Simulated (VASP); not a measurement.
PbF2:

```
Pb F
1.0
     0.00000    2.94581    2.94581
     2.94581    0.00000    2.94581
     2.94581    2.94581    0.00000
Pb F
1 2
Direct
  0.00000 0.00000 0.00000
  0.25000 0.25000 0.25000
  0.75000 0.75000 0.75000
```

Base run:

```yaml
Program: VASP 6.6.1
Functional: r2SCAN
Potentials_or_basis: VASP PAW PBE potentials, release 64 (Pb_d, F)
Cutoff: 660 eV
k_mesh: 8 × 8 × 8
Occupations: gaussian, width 0.01 eV
Spin: no spin polarisation
```

Its results: band gap on the k mesh 4.93 eV (least direct gap 5.07 eV); pressure 1.1 GPa.

Question: The run is repeated on the same cell with these changes: functional from r2SCAN to PBE; cutoff from 660 eV to 600 eV; k mesh from 8 × 8 × 8 to 4 × 4 × 4. What comes out?

Answer: Band gap on the k mesh 4.41 eV (least direct gap 4.56 eV); pressure 3.9 GPa.

Several settings changed at once.

Caveats: some runs use coarse meshes; spin-orbit coupling is left out, which moves the levels of the heavy elements; the PAW data sets were made with another functional, which shifts forces and pressure a little (at least some runs).

A k mesh can miss the band edges.
